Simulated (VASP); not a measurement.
Input of a VASP 6.6.1 run:

Contents of INCAR:

```
SYSTEM = Pd
PREC = Accurate
ENCUT = 500
EDIFF = 1E-6
ISMEAR = 0
SIGMA = 0.05
LREAL = .FALSE.
LASPH = .TRUE.
NELM = 120
ALGO = Normal
ISIF = 2
LWAVE = .FALSE.
LCHARG = .FALSE.
GGA = PE
NBANDS = 17
GGA_COMPAT = .FALSE.
```

Contents of KPOINTS:

```
Automatic mesh
0
G
  8 8 4
  0 0 0
```

The input POSCAR:

```
Pd
1.0
    2.7690414814      0.0000000000      0.0000000000
   -1.3845207407      2.3980602670      0.0000000000
    0.0000000000      0.0000000000      4.6367739905
Pd
2
Direct
    0.3333333333      0.6666666667      0.7500000000
    0.6666666667      0.3333333333      0.2500000000
```

Potentials or basis: VASP PAW PBE potentials, release 64 (Pd).

Launch:

```sh
$ cat potpaw_PBE.64/Pd/POTCAR > POTCAR
$ mpirun -np 1 vasp_std > vasp.out
```

(1) Estimate the pressure.

(2) Predict the band gap on the k mesh.

Results:

(1) -0.2 GPa.

(2) zero (bands 10 and 11 overlap by 0.85 eV).
